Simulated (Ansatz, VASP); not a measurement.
**One calculation of CdS, two programs**

```
Cd S
1.0
     0.00000    2.46246    2.46246
     2.46246    0.00000    2.46246
     2.46246    2.46246    0.00000
Cd S
1 1
Direct
  0.00000 0.00000 0.00000
  0.50000 0.50000 0.50000
```

Change from the starting cell: volume scaled by 0.72, LAPW.

Alike in both runs: task single point; functional PBE; k mesh 13 × 13 × 13; occupations fermi-dirac, width 0.1 eV; no spin polarisation.

|  | VASP | Ansatz |
| --- | --- | --- |
| version | VASP 6.6.1 | Ansatz 0.2.0 |
| potentials or method | VASP PAW PBE potentials, release 64 (Cd, S), cutoff 520 eV | all-electron LAPW, scalar-relativistic |

```csv
,VASP,Ansatz,Ansatz less VASP
pressure (GPa),52.9,51.1,-1.83
```

Both programs put the cell under a high pressure, so it lies far from rest at this level. Ansatz ran all-electron here, and VASP with PAW potentials.
